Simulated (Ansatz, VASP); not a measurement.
CsCl: VASP beside Ansatz

```
Cs Cl
1.0
     4.17350    0.00000    0.00000
     0.00000    4.17350    0.00000
     0.00000    0.00000    4.17350
Cs Cl
1 1
Direct
  0.00000 0.00000 0.00000
  0.50000 0.50000 0.50000
```

Alike in both runs: task single point; functional r2SCAN; k mesh 6 × 6 × 6; no spin polarisation.

|  | VASP | Ansatz |
| --- | --- | --- |
| version | VASP 6.6.1 | Ansatz 0.2.0 |
| potentials or method | VASP PAW PBE potentials, release 64 (Cs_sv, Cl), cutoff 550 eV | PAW plane waves |
| occupations | methfessel-paxton of order 1, width 0.0215 eV | cold, width 0.0215 eV |
| valence electrons in the cell | 16 | 16 |

```tsv
	VASP	Ansatz	Ansatz less VASP
gap on the k mesh at the Fermi level (eV)	5.88	5.89	+0.015
pressure (GPa)	-0.4	-0.4	-0.03
```

VASP's potentials were made for PBE, not for r2SCAN.

Neither program's run includes spin-orbit coupling.
